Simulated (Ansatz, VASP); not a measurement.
One calculation of NiO, two programs

```
Ni O
1.0
     0.00000    2.12260    2.12260
     2.12260    0.00000    2.12260
     2.12260    2.12260    0.00000
Ni O
1 1
Direct
  0.00000 0.00000 0.00000
  0.50000 0.50000 0.50000
```

Change from the starting cell: volume scaled by 1.04, ions relaxed.

Alike in both runs: functional PBE; k mesh 19 × 19 × 19; occupations fermi-dirac, width 0.05 eV; collinear spin.

Ansatz relaxed the structure, and its values are those at the end. VASP's run is a single point on that final structure, the one shown.

```csv
,VASP,Ansatz
version,VASP 6.6.1,Ansatz 0.2.0
potentials or method,"VASP PAW PBE potentials, release 64 (Ni, O)","plane-wave PAW, scalar-relativistic"
plane-wave cutoff (eV),520,420
valence electrons in the cell,16,24
```

|  | VASP | Ansatz | Ansatz less VASP |
| --- | --- | --- | --- |
| pressure (GPa) | -3.8 | -3.3 | +0.48 |
| net moment per atom (μB) | 0.90 | 0.92 | +0.016 |
| size of the moment on the site where the two differ most (μB) | 0.28 | 0.30 | +0.024 |

Site moments also hang on the region over which each program counts them. With one functional, cell and mesh, what is left measures potentials, basis and numerics. VASP's potentials hold 16 valence electrons a cell and Ansatz's 24, so a difference there can come from the potentials and not from the codes. Ansatz's warnings: stress scf threshold loose.
